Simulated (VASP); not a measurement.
Input of a VASP 6.6.1 run:

Contents of INCAR:

```
ALGO = Normal ; EDIFF = 1E-6
ENCUT = 630 ; GGA_COMPAT = F
ISIF = 2 ; ISMEAR = 0
LASPH = T ; LCHARG = T
LELF = T ; LREAL = F
LVHAR = T ; LWAVE = F
NBANDS = 27 ; NELM = 120
PREC = Accurate ; SIGMA = 0.1
```

Contents of KPOINTS:

```
k-points
0
Gamma
  18 18 8
```

POSCAR

```
Cd
1.0
    2.8862891505      0.0000000000      0.0000000000
   -1.4431445752      2.4995997270      0.0000000000
    0.0000000000      0.0000000000      5.4430534380
Cd
2
Direct
    0.3333333333      0.6666666667      0.2500000000
    0.6666666667      0.3333333333      0.7500000000
```

Potentials or basis: VASP PAW LDA potentials, release 64 (Cd_sv_GW).

Command:

```console
$ cat potpaw_LDA.64/Cd_sv_GW/POTCAR > POTCAR
$ mpirun -np 1 vasp_std > vasp.out
```

Estimate the band gap on the k mesh.

zero (bands 20 and 21 overlap by 4.60 eV).

Estimate the pressure.

1.5 GPa.

Stress tensor (GPa, compression positive):
```
1.67 0.00 0.00
0.00 1.67 0.00
0.00 0.00 1.26
```

Caveat: the cell differs from its parent crystal (strained).
